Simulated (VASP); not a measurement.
# TiC (Fm-3m) in VASP: notebook, part 2 of 2

VASP 6.6.1. The steps go on from the part before.

## 3. Single point, PBE

This run uses another cell than the first one, of 9.60 Å³/atom, 0.945 times its volume.

File INCAR:

```
ALGO = Normal
EDIFF = 1E-6
ENCUT = 600
GGA = PE
GGA_COMPAT = False
ISIF = 2
ISMEAR = 0
LASPH = True
LCHARG = True
LELF = True
LREAL = False
LVHAR = True
LWAVE = False
NBANDS = 15
NELM = 120
PREC = Accurate
SIGMA = 0.05
```

File KPOINTS:

```
k-points
0
Gamma
  8 8 8
```

File POSCAR:

```
TiC
1.0
    0.0000000000      2.1254891718      2.1254891718
    2.1254891718      0.0000000000      2.1254891718
    2.1254891718      2.1254891718      0.0000000000
Ti C
1 1
Direct
    0.0000000000      0.0000000000      0.0000000000
    0.5000000000      0.5000000000      0.5000000000
```

Potentials or basis: VASP PAW PBE potentials, release 64 (Ti_sv, C).

Started as:

```sh
> cat potpaw_PBE.64/Ti_sv/POTCAR potpaw_PBE.64/C/POTCAR > POTCAR
> mpirun -np 1 vasp_std > vasp.out
```

OUTCAR:

```text
EDIFF = 1E-6
   ENCUT = 600
   GGA = PE
   ISIF = 2
   ISMEAR = 0
   LASPH = True
   LREAL = False
   NELM = 120
   PREC = Accurate

 ion  position               nearest neighbor table
   1  0.000  0.000  0.000-   2 2.13   2 2.13   2 2.13   2 2.13   2 2.13   2 2.13
   2  0.500  0.500  0.500-   1 2.13   1 2.13   1 2.13   1 2.13   1 2.13   1 2.13

  LATTYP: Found a face centered cubic cell.
 ALAT       =     4.2509783436

  Lattice vectors:

 A1 = (   0.0000000000,   2.1254891718,   2.1254891718)
 A2 = (   2.1254891718,   0.0000000000,   2.1254891718)
 A3 = (   2.1254891718,   2.1254891718,   0.0000000000)

Analysis of symmetry for initial positions (statically):
=====================================================================
 Subroutine PRICEL returns:
 Original cell was already a primitive cell.

 Routine SETGRP: Setting up the symmetry group for a
 face centered cubic supercell.

 Subroutine GETGRP returns: Found 48 space group operations
 (whereof 48 operations were pure point group operations)
 out of a pool of 48 trial point group operations.

The static configuration has the point symmetry O_h .

Analysis of symmetry for dynamics (positions and initial velocities):
=====================================================================
 Subroutine PRICEL returns:
 Original cell was already a primitive cell.

 Routine SETGRP: Setting up the symmetry group for a
 face centered cubic supercell.

 Subroutine GETGRP returns: Found 48 space group operations
 (whereof 48 operations were pure point group operations)
 out of a pool of 48 trial point group operations.

The dynamic configuration has the point symmetry O_h .

 Subroutine INISYM returns: Found 48 space group operations
 (whereof 48 operations are pure point group operations),
 and found     1 'primitive' translations

----------------------------------------------------------------------------------------

                                     Primitive cell

  volume of cell :      19.2047

  direct lattice vectors                    reciprocal lattice vectors
     0.000000000  2.125489172  2.125489172    -0.235239966  0.235239966  0.235239966
     2.125489172  0.000000000  2.125489172     0.235239966 -0.235239966  0.235239966
     2.125489172  2.125489172  0.000000000     0.235239966  0.235239966 -0.235239966

  length of vectors
     3.005895613  3.005895613  3.005895613     0.407447573  0.407447573  0.407447573

  position of ions in fractional coordinates (direct lattice)
     0.000000000  0.000000000  0.000000000
     0.500000000  0.500000000  0.500000000

  ion indices of the primitive-cell ions
   primitive index   ion index
                 1           1
                 2           2

----------------------------------------------------------------------------------------

 KPOINTS: k-points

Automatic generation of k-mesh.
 Grid dimensions read from file:
 generate k-points for:    8    8    8

 Generating k-lattice:

  Cartesian coordinates                     Fractional coordinates (reciprocal lattice)
    -0.029404996  0.029404996  0.029404996     0.125000000  0.000000000  0.000000000
     0.029404996 -0.029404996  0.029404996     0.000000000  0.125000000  0.000000000
     0.029404996  0.029404996 -0.029404996     0.000000000  0.000000000  0.125000000

  Length of vectors
     0.050930947  0.050930947  0.050930947

  Shift w.r.t. Gamma in fractional coordinates (k-lattice)
     0.000000000  0.000000000  0.000000000

 Subroutine IBZKPT returns following result:
 ===========================================

 Found     29 irreducible k-points:

 Following reciprocal coordinates:
            Coordinates               Weight
  0.000000  0.000000  0.000000      1.000000
  0.125000  0.000000  0.000000      8.000000
  0.250000  0.000000  0.000000      8.000000
  0.375000  0.000000  0.000000      8.000000
  0.500000  0.000000  0.000000      4.000000
  0.125000  0.125000  0.000000      6.000000
[... 16 lines left out ...]
  0.500000  0.250000  0.125000     48.000000
 -0.375000  0.250000  0.125000     24.000000
 [... further k-points ...]
   k-points           NKPTS =     29   k-points in BZ     NKDIM =     29   number of bands    NBANDS=     15
   number of dos      NEDOS =    301   number of ions     NIONS =      2
   total plane-waves  NPLWV =  13824
   dimension x,y,z NGX =    24 NGY =   24 NGZ =   24
   dimension x,y,z NGXF=    48 NGYF=   48 NGZF=   48
   ions per type =               1   1
   NGX,Y,Z   is equivalent  to a cutoff of  13.27, 13.27, 13.27 a.u.
   NGXF,Y,Z  is equivalent  to a cutoff of  26.55, 26.55, 26.55 a.u.
 SYSTEM =  unknown system
   PREC   = accura    normal or accurate (medium, high low for compatibility)
   ISTART =      0    job   : 0-new  1-cont  2-samecut
   ICHARG =      2    charge: 1-file 2-atom 10-const
   ISPIN  =      1    spin polarized calculation?
   LNONCOLLINEAR =      F non collinear calculations
   LSORBIT =      F    spin-orbit coupling
   LASPH  =      T    aspherical Exc in radial PAW
   ENCUT  =  600.0 eV  44.10 Ry    6.64 a.u.   6.00  6.00  6.00*2*pi/ulx,y,z
   NELM   =    120;   NELMIN=  2; NELMDL= -5     # of ELM steps
   EDIFF  = 0.1E-05   stopping-criterion for ELM
   LREAL  =      F    real-space projection
   EDIFFG = 0.1E-04   stopping-criterion for IOM
   NSW    =      0    number of steps for IOM
   IBRION =     -1    ionic relax: 0-MD 1-quasi-New 2-CG
   NFREE  =      0    steps in history (QN), initial steepest desc. (CG)
   ISIF   =      2    stress and relaxation
   ISYM   =      2    0-nonsym 1-usesym 2-fastsym
   POTIM  = 0.5000    time-step for ionic-motion
   TEBEG  =    0.0;   TEEND  =   0.0 temperature during run
   PSTRESS=    0.0 pullay stress
   NELECT =      16.0000    total number of electrons
   NUPDOWN=      -1.0000    fix difference up-down
   EMIN   =  10.00;   EMAX   =-10.00  energy-range for DOS
   EFERMI =   0.00;   METHOD = LEGACY
   ISMEAR =     0;   SIGMA  =   0.05  broadening in eV -4-tet -1-fermi 0-gaus
   EFERMI_NEDOS =   21; number of points for ismear=-14 and -15
   IALGO  =     38    algorithm
   IMIX   =      4    mixing-type and parameters
     AMIX     =   0.40;   BMIX     =  1.00
     AMIX_MAG =   1.60;   BMIX_MAG =  1.00
  volume/ion in A,a.u.               =       9.60        64.80
  Fermi-wavevector in a.u.,A,eV,Ry     =   1.540444  2.911017 32.286188  2.372968
  Thomas-Fermi vector in A             =   2.646530
   LORBIT       =      0    0 simple, 1 ext, 2 COOP (PROOUT), +10 PAW based schemes
   GGA     = PE    functional components
   LHFCALC =     F    Hartree Fock is set to
   AEXX    =    0.0000 exact exchange contribution
   IVDW    =     0    specifies the selected vdW correction
   LEPSILON=     F    determine dielectric tensor
   LRPA    =     F    only Hartree local field effects (RPA)
 non-spin polarized calculation
 Gauss-broadening in eV      SIGMA  =   0.05
  energy-cutoff  :      600.00
  volume of cell :       19.20
 maximum number of plane-waves:       652
   NGX = 13   NGY = 13   NGZ = 13

 number of electron      16.0000003 magnetization

 Free energy of the ion-electron system (eV)
  ---------------------------------------------------
  ext. energy  EPLUGINS =         0.00000000
  ---------------------------------------------------
  free energy    TOTEN  =       -18.65113251 eV

  energy without entropy =      -18.65029789  energy(sigma->0) =      -18.65071520

 E-fermi :  10.0649     XC(G=0): -12.9913

 val. band max:        9.8613164323   @ k =   0.3750   0.3750   0.0000
 cond. band min:      10.0711172074   @ k =   0.1250   0.1250   0.0000
 fundamental gap:      0.2098007750
 Fermi energy:        10.0649275014

 k-point     1 :       0.0000    0.0000    0.0000
  band No.  band energies     occupation
      1     -46.3386      2.00000
      2     -22.3300      2.00000
      3     -22.3300      2.00000
      4     -22.3300      2.00000
      5      -2.5700      2.00000
      6      10.7995      0.00000
      7      10.7995      0.00000
      8      10.7995      0.00000
      9      11.8395      0.00000
     10      11.8395      0.00000
     11      11.8395      0.00000
     12      11.9220      0.00000
     13      11.9220      0.00000
     14      21.4180      0.00000
     15      24.3442      0.00000
[... 397 lines left out ...]
 k-point    24 :      -0.3750    0.2500    0.1250
  band No.  band energies     occupation
      1     -46.2292      2.00000
      2     -22.8470      2.00000
      3     -22.5456      2.00000
      4     -22.4397      2.00000
      5       0.7870      2.00000
      6       5.0376      2.00000
      7       6.9621      2.00000
      8       7.4495      2.00000
      9      12.8893      0.00000
     10      13.0567      0.00000
     11      14.1762      0.00000
     12      16.9867      0.00000
     13      17.3734      0.00000
     14      21.5216      0.00000
     15      24.9052      0.00000

 [... further k-points ...]
[... 5 lines left out ...]
  --------------------------------------------------------------------------------------
  -------------------------------------------------------------------------------------
  Total        1.9412052      1.9412052      1.9412052     -0.0000000     -0.0000000      0.0000000
  in kB      161.9479101    161.9479101    161.9479101     -0.0000000     -0.0000000      0.0000000
  external PRESSURE =     161.9479101 kB  Pullay stress =       0.0000000 kB

 VOLUME and BASIS-vectors are now :
 -----------------------------------------------------------------------------
  energy-cutoff  :      600.00
  volume of cell :       19.20
      direct lattice vectors                 reciprocal lattice vectors
     0.000000000  2.125489172  2.125489172    -0.235239966  0.235239966  0.235239966
     2.125489172  0.000000000  2.125489172     0.235239966 -0.235239966  0.235239966
     2.125489172  2.125489172  0.000000000     0.235239966  0.235239966 -0.235239966

 POSITION                                       TOTAL-FORCE (eV/Angst)
 -----------------------------------------------------------------------------------
      0.00000      0.00000      0.00000        -0.000000      0.000000     -0.000000
      2.12549      2.12549      2.12549         0.000000     -0.000000      0.000000
 -----------------------------------------------------------------------------------
    total drift:                                0.000000     -0.000000     -0.000000

  FREE ENERGIE OF THE ION-ELECTRON SYSTEM (eV)
  ---------------------------------------------------
  free  energy   TOTEN  =       -18.6511325149 eV

  energy  without entropy=      -18.6502978910  energy(sigma->0) =      -18.65071520
```

stdout:

```text
POSCAR found type information on POSCAR TiC
 POSCAR found :  2 types and       2 ions
 scaLAPACK will be used
 LDA part: xc-table for (Slater+PW92), standard interpolation
 POSCAR, INCAR and KPOINTS ok, starting setup
 FFT: planning ... GRIDC
 FFT: planning ... GRID_SOFT
 FFT: planning ... GRID
 WAVECAR not read
 entering main loop
```

It took 19 s on 1 thread of AMD EPYC 7R43 (Zen 3), shared host; peak memory 0.1 GiB.

Results:

| Property | Result |
| --- | --- |
| Free energy | -18.6511 eV |
| Pressure | 16.2 GPa |
| Band gap on the k mesh | zero (band 8 reaches 10.80 eV, above the bottom of band 9 at 9.67 eV) |

Levels at points of the mesh, in eV from the Fermi level:
| k point | band 6 | band 7 | band 8 | band 9 | band 10 | band 11 |
| --- | --- | --- | --- | --- | --- | --- |
| (0.00, 0.00, 0.00) | 0.73 | 0.73 | 0.73 | 1.77 | 1.77 | 1.77 |
| (0.50, 0.00, 0.00) | -6.08 | -3.06 | -3.06 | 3.17 | 3.17 | 4.45 |
| (0.50, 0.50, 0.00) | -3.44 | -1.77 | 0.04 | 0.04 | 2.94 | 3.82 |

## 4. Single point, PBE (volume scaled by 1.050 of the coarse rest volume)

File INCAR:

```
SYSTEM = TiC
ALGO = Normal
EDIFF = 1E-6
ENCUT = 600
GGA = PE
GGA_COMPAT = .False.
ISIF = 2
ISMEAR = -1
LASPH = .True.
LCHARG = .True.
LELF = .True.
LREAL = .False.
LVHAR = .True.
LWAVE = .False.
NBANDS = 15
NELM = 120
PREC = Accurate
SIGMA = 0.15
```

File KPOINTS:

```
k-points
0
Gamma
  16 16 16
  0 0 0
```

File POSCAR:

```
TiC
1.0
    0.0000000000      2.2014000000      2.2014000000
    2.2014000000      0.0000000000      2.2014000000
    2.2014000000      2.2014000000      0.0000000000
Ti C
1 1
Direct
    0.0000000000      0.0000000000      0.0000000000
    0.5000000000      0.5000000000      0.5000000000
```

Started as:

```sh
> cat potpaw_PBE.64/Ti_sv/POTCAR potpaw_PBE.64/C/POTCAR > POTCAR
> mpirun -np 1 vasp_std > vasp.out
```

Wall time 2.1 min (1 thread of AMD EPYC 7R43 (Zen 3), shared host); peak memory 0.16 GiB.

The run converged. Its results:

| Property | Result |
| --- | --- |
| Free energy | -18.6885 eV |
| Pressure | -10.7 GPa |
| Band gap on the k mesh | zero (band 8 reaches 9.52 eV, above the bottom of band 9 at 8.45 eV) |

Levels at points of the mesh, in eV from the Fermi level:
| k point | band 5 | band 6 | band 7 | band 8 | band 9 | band 10 | band 11 | band 12 |
| --- | --- | --- | --- | --- | --- | --- | --- | --- |
| (0.00, 0.00, 0.00) | -12.16 | 0.68 | 0.68 | 0.68 | 1.61 | 1.61 | 1.62 | 1.62 |
| (0.50, 0.00, 0.00) | -8.91 | -5.61 | -2.74 | -2.74 | 2.73 | 2.73 | 3.83 | 7.69 |
| (0.50, 0.50, 0.00) | -9.92 | -3.38 | -1.47 | -0.07 | -0.07 | 2.53 | 3.28 | 3.28 |

Caveat: the cell differs from its parent crystal (volume scaled by 1.050 of the coarse rest volume).

## 5. Single point, PBE

This run uses another cell than the first one, of 10.67 Å³/atom, 1.050 times its volume.

File INCAR:

```
  PREC = Accurate
  ENCUT = 600
  EDIFF = 1E-6
  ISMEAR = -1
  SIGMA = 0.15
  LREAL = False
  LASPH = True
  NELM = 120
  ALGO = Normal
  ISIF = 2
  LWAVE = False
  LCHARG = False
  GGA = PE
  NBANDS = 15
  GGA_COMPAT = False
```

File KPOINTS:

```
regular mesh
0
Gamma
  16 16 16
```

POSCAR is that of step 4.

Potentials or basis: VASP PAW PBE potentials, release 64 (Ti_sv, C).

Started as:

```sh
> cat potpaw_PBE.64/Ti_sv/POTCAR potpaw_PBE.64/C/POTCAR > POTCAR
> mpirun -np 1 vasp_std > vasp.out
```

OUTCAR:

```text
PREC = Accurate
   ENCUT = 600
   EDIFF = 1E-6
   ISMEAR = -1
   LREAL = False
   LASPH = True
   NELM = 120
   ISIF = 2
   GGA = PE

 ion  position               nearest neighbor table
   1  0.000  0.000  0.000-   2 2.20   2 2.20   2 2.20   2 2.20   2 2.20   2 2.20
   2  0.500  0.500  0.500-   1 2.20   1 2.20   1 2.20   1 2.20   1 2.20   1 2.20

  LATTYP: Found a face centered cubic cell.
 ALAT       =     4.4028000000

  Lattice vectors:

 A1 = (   0.0000000000,   2.2014000000,   2.2014000000)
 A2 = (   2.2014000000,   0.0000000000,   2.2014000000)
[... 609 lines left out ...]
     11      11.0143      0.00000
     12      11.5120      0.00000
     13      12.3403      0.00000
     14      19.0395      0.00000
     15      22.6900      0.00000

 [... further k-points ...]
[... 5 lines left out ...]
  --------------------------------------------------------------------------------------
  -------------------------------------------------------------------------------------
  Total       -1.4215796     -1.4215796     -1.4215796     -0.0000000      0.0000000     -0.0000000
  in kB     -106.7468077   -106.7468077   -106.7468077     -0.0000000      0.0000000     -0.0000000
  external PRESSURE =    -106.7468077 kB  Pullay stress =       0.0000000 kB

 VOLUME and BASIS-vectors are now :
 -----------------------------------------------------------------------------
  energy-cutoff  :      600.00
  volume of cell :       21.34
      direct lattice vectors                 reciprocal lattice vectors
     0.000000000  2.201400000  2.201400000    -0.227128191  0.227128191  0.227128191
     2.201400000  0.000000000  2.201400000     0.227128191 -0.227128191  0.227128191
     2.201400000  2.201400000  0.000000000     0.227128191  0.227128191 -0.227128191

 POSITION                                       TOTAL-FORCE (eV/Angst)
 -----------------------------------------------------------------------------------
      0.00000      0.00000      0.00000        -0.000000     -0.000000      0.000000
      2.20140      2.20140      2.20140         0.000000      0.000000     -0.000000
 -----------------------------------------------------------------------------------
    total drift:                               -0.000000      0.000000      0.000000

  FREE ENERGIE OF THE ION-ELECTRON SYSTEM (eV)
  ---------------------------------------------------
  free  energy   TOTEN  =       -18.6884792702 eV

  energy  without entropy=      -18.6623251180  energy(sigma->0) =      -18.67540219
```

OSZICAR:

```text
N       E                     dE             d eps       ncg     rms          rms(c)
DAV:   1     0.125422876176E+03    0.12542E+03   -0.85832E+03  4357   0.139E+03
DAV:   2    -0.160629939130E+02   -0.14149E+03   -0.13274E+03  4679   0.349E+02
DAV:   3    -0.241445115972E+02   -0.80815E+01   -0.79341E+01  5600   0.808E+01
DAV:   4    -0.244132538797E+02   -0.26874E+00   -0.26843E+00  5617   0.135E+01
DAV:   5    -0.244194220458E+02   -0.61682E-02   -0.61669E-02  5544   0.182E+00    0.174E+01
DAV:   6    -0.194610682399E+02    0.49584E+01   -0.12322E+01  6198   0.559E+01    0.740E+00
DAV:   7    -0.187454572973E+02    0.71561E+00   -0.24770E+00  5156   0.221E+01    0.457E+00
DAV:   8    -0.187277815932E+02    0.17676E-01   -0.11934E-01  4854   0.309E+00    0.374E+00
DAV:   9    -0.186934649257E+02    0.34317E-01   -0.13209E-01  5716   0.564E+00    0.874E-01
DAV:  10    -0.186920906814E+02    0.13742E-02   -0.16838E-02  5604   0.128E+00    0.671E-01
DAV:  11    -0.186896386137E+02    0.24521E-02   -0.24845E-03  5030   0.780E-01    0.403E-01
DAV:  12    -0.186885260178E+02    0.11126E-02   -0.19038E-03  4946   0.764E-01    0.756E-02
DAV:  13    -0.186884908595E+02    0.35158E-04   -0.14030E-04  4882   0.160E-01    0.389E-02
DAV:  14    -0.186884813738E+02    0.94857E-05   -0.21935E-05  5777   0.358E-02    0.116E-02
DAV:  15    -0.186884799261E+02    0.14477E-05   -0.17098E-06  4434   0.176E-02    0.540E-03
DAV:  16    -0.186884792702E+02    0.65594E-06   -0.66080E-07  3556   0.155E-02
   1 F= -.18688479E+02 E0= -.18675402E+02  d E =-.261542E-01
```

stdout:

```text
POSCAR found type information on POSCAR TiC
 POSCAR found :  2 types and       2 ions
 scaLAPACK will be used
 LDA part: xc-table for (Slater+PW92), standard interpolation
 POSCAR, INCAR and KPOINTS ok, starting setup
 FFT: planning ... GRIDC
 FFT: planning ... GRID_SOFT
 FFT: planning ... GRID
 WAVECAR not read
 entering main loop
```

It took 2 min on 1 thread of AMD EPYC 7R43 (Zen 3), shared host; peak memory 0.16 GiB.

Results:

```yaml
Free_energy: -18.6885 eV
Pressure: -10.7 GPa
Band_gap_on_the_k_mesh: zero (band 8 reaches 9.52 eV, above the bottom of band 9 at 8.45 eV)
```

Levels at points of the mesh, in eV from the Fermi level:
```tsv
k point	band 6	band 7	band 8	band 9	band 10	band 11
(0.00, 0.00, 0.00)	0.68	0.68	0.68	1.61	1.61	1.62
(0.50, 0.00, 0.00)	-5.61	-2.74	-2.74	2.73	2.73	3.83
(0.50, 0.50, 0.00)	-3.38	-1.47	-0.07	-0.07	2.53	3.28
```

## 6. The runs side by side

| cell | k mesh | smearing | gap on the mesh (eV) | pressure (GPa) |
| --- | --- | --- | --- | --- |
| a = 3.063 Å, angles 60.0°, 2 atoms | 6 × 6 × 6 | gaussian 0.05 eV | none | 0.3 |
| a = 3.006 Å, angles 60.0°, 2 atoms | 8 × 8 × 8 | gaussian 0.05 eV | none | 16.2 |
| a = 3.113 Å, angles 60.0°, 2 atoms | 16 × 16 × 16 | fermi-dirac 0.15 eV | none | -10.7 |

Alike in all rows: task single point; level PBE; potentials or basis VASP PAW PBE potentials, release 64 (Ti_sv, C); no spin polarisation; cutoff (eV) 600.

Caveats: some runs use coarse meshes.

Total energies depend on the potentials used, so only differences within one code and one set of settings carry meaning.
